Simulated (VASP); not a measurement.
Set up this calculation in VASP 6.6.1, as the native input.

* Task: relaxation of cell and atoms
* Functional: LDA
* Potentials or basis: VASP PAW LDA potentials, release 64 (Sn_d)
* Cutoff: 600 eV
* k mesh: 16 × 16 × 16
* Occupations: fermi-dirac, width 0.08 eV
* Spin: no spin polarisation
* Dipole correction: no
* Further INCAR settings: ALGO = Normal; EDIFF = 1e-07; IBRION = 2; EDIFFG = -0.005; NSW = 60; ISIF = 3

The structure of Sn lies in POSCAR:

```
Sn
1.0
   -1.9129311828      1.9129311828      1.9129311828
    1.9129311828     -1.9129311828      1.9129311828
    1.9129311828      1.9129311828     -1.9129311828
Sn
1
Direct
    0.0000000000      0.0000000000      0.0000000000
```

These files were run (other wordings do the same):

INCAR

```
PREC = Accurate ; ENCUT = 600
EDIFF = 1E-7 ; ISMEAR = -1
SIGMA = 0.08 ; LREAL = False
LASPH = True ; NELM = 80
ALGO = Normal ; ISIF = 3
LWAVE = False ; LCHARG = False
IBRION = 2 ; NSW = 60
EDIFFG = -0.005
```

KPOINTS

```
regular mesh
0
Gamma
  16 16 16
```

Potentials or basis: VASP PAW LDA potentials, release 64 (Sn_d).

Run with:

```sh
$ cat potpaw_LDA.64/Sn_d/POTCAR > POTCAR
$ mpirun -np 1 vasp_std > vasp.out
```

Results of the run:

```yaml
Relaxed_volume: 25.58 Å³/atom
Relaxed_cell: a = 3.215 Å, b = 3.215 Å, c = 3.215 Å, α = 109.47°, β = 109.47°, γ = 109.47°
Space_group_after_relaxing_to_0.05_Å: Im-3m (No. 229)
Energy_gained_by_relaxing: 35.3 meV/atom
Ionic_steps: 3
Pressure_after_relaxing: 0.0 GPa
Band_gap_on_the_k_mesh: zero (band 7 reaches 16.97 eV, above the bottom of band 8 at 6.02 eV)
```

Caveat: spin-orbit coupling is left out, which moves the levels of the heavy elements.

Wall time 97 s on 1 thread of Intel Xeon 6975P-C (shared host), peak memory 0.19 GiB.
